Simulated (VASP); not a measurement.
Here is a VASP 6.6.1 calculation.

INCAR

```
SYSTEM = Zn
ALGO     = Fast           ! electronic algorithm
EDIFF    = 1E-7           ! SCF threshold, eV
ENCUT    = 520            ! plane-wave cutoff, eV
GGA      = PS             ! functional
ISIF     = 2              ! what is computed and relaxed
ISMEAR   = 0              ! smearing method
LASPH    = .True.         ! aspherical terms in the spheres
LCHARG   = .False.        ! write CHGCAR
LREAL    = .False.        ! projectors in reciprocal space
LWAVE    = .False.        ! write WAVECAR
NBANDS   = 12             ! bands
NELM     = 100            ! most SCF steps
PREC     = Accurate       ! precision mode
SIGMA    = 0.15           ! smearing width, eV
```

KPOINTS

```
k-points
0
Gamma
  22 22 22
  0 0 0
```

The input POSCAR:

```
Zn
1.0
   -1.5690370000      1.5690370000      1.6161081100
    1.5690370000     -1.5690370000      1.6161081100
    1.5690370000      1.5690370000     -1.6161081100
Zn
1
Direct
    0.0000000000      0.0000000000      0.0000000000
```

Potentials or basis: VASP PAW PBE potentials, release 64 (Zn).

Run with:

```bash
$ cat potpaw_PBE.64/Zn/POTCAR > POTCAR
$ mpirun -np 1 vasp_std > vasp.out
```

Problem. What does it give for the pressure?

Solution. -6.3 GPa.

Problem. Estimate the band gap on the k mesh.

Solution. Zero (band 6 reaches 6.34 eV, above the bottom of band 7 at 1.57 eV).

Stress tensor (GPa, compression positive):
```
-6.63  0.00  0.00
 0.00 -6.63  0.00
 0.00  0.00 -5.61
```

Caveat: the cell differs from its parent crystal (strain +0.000 along x and y, +0.030 along z); the PAW data sets were made with another functional, which shifts forces and pressure a little.
